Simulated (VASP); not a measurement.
Crystal: FeO.

```
CELL_PARAMETERS angstrom
0.00000 4.31080 4.31080
2.15540 0.00000 2.15540
2.15540 2.15540 0.00000
ATOMIC_POSITIONS crystal
Fe 0.00000 0.00000 0.00000
Fe 0.50000 0.00000 0.00000
O 0.25000 0.50000 0.50000
O 0.75000 0.50000 0.50000
```

Base run:

| Property | Result |
| --- | --- |
| Program | VASP 6.6.1 |
| Functional | PBE |
| Potentials or basis | VASP PAW PBE potentials, release 64 (Fe, O) |
| Cutoff | 520 eV |
| k mesh | 5 × 10 × 10 |
| Occupations | fermi-dirac, width 0.05 eV |
| Spin | no spin polarisation |

Its results: band gap on the k mesh zero (band 14 reaches 5.53 eV, above the bottom of band 15 at 5.11 eV); pressure -25.7 GPa.

**Question.** The run is repeated on the same cell with these changes: spin from no spin polarisation to collinear spin, ferromagnetic start; further incar settings from ALGO = Normal; EDIFF = 1e-06; NBANDS = 22 to ALGO = Normal; EDIFF = 1e-07; NBANDS = 26. What comes out?

**Answer.** Band gap on the k mesh zero (filled and empty bands overlap); pressure -0.1 GPa; net moment 8.00 μB per cell; site moments Fe +3.62; O +0.30 μB.

Caveats: semilocal functionals often make such compounds metallic where correlation or magnetic order opens a gap, which also shifts bond lengths.
